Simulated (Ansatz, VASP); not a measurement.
**One calculation of NaV16, two programs**

```
V Na
1.0
     6.04000    0.00000    0.00000
     0.00000    6.04000    0.00000
     0.00000    0.00000    6.04000
V Na
16 1
Direct
  0.98435 0.02976 0.97741
  0.50463 0.00468 0.00203
  0.00942 0.50940 0.00230
  0.00936 0.00488 0.49755
  0.25214 0.24963 0.24493
  0.51146 0.50295 0.99183
  0.51152 0.01484 0.50436
  0.75435 0.25961 0.25182
  0.99913 0.50251 0.50434
  0.18207 0.83185 0.17476
  0.25920 0.25948 0.74738
  0.58164 0.43251 0.57365
  0.76452 0.76191 0.24503
  0.77906 0.23511 0.77188
  0.25188 0.76206 0.75732
  0.75457 0.75494 0.74721
  0.38157 0.63234 0.37469
```

Alike in both runs: functional PBE; k mesh 2 × 2 × 2; occupations fermi-dirac, width 0.05 eV; no spin polarisation.

Ansatz relaxed the structure, and its values are those at the end. VASP's run is a single point on that final structure, the one shown.

|  | VASP | Ansatz |
| --- | --- | --- |
| version | VASP 6.6.1 | Ansatz 0.2.0 |
| potentials or method | VASP PAW PBE potentials, release 64 (V_sv, Na_pv), cutoff 520 eV | scalar-relativistic, plane waves, PAW |
| valence electrons in the cell | 215 | 217 |

Ansatz gave:

| Quantity | Value |
| --- | --- |
| rms of the force components (eV/Å) | 0.020 |

**Question.** Which values does VASP return?

**Answer.** rms of the force components (eV/Å): 0.042.

With one functional, cell and mesh, what is left measures potentials, basis and numerics. VASP's potentials hold 215 valence electrons a cell and Ansatz's 217, so a difference there can come from the potentials and not from the codes.

The k mesh is coarse, so the values compare programs but aren't converged.
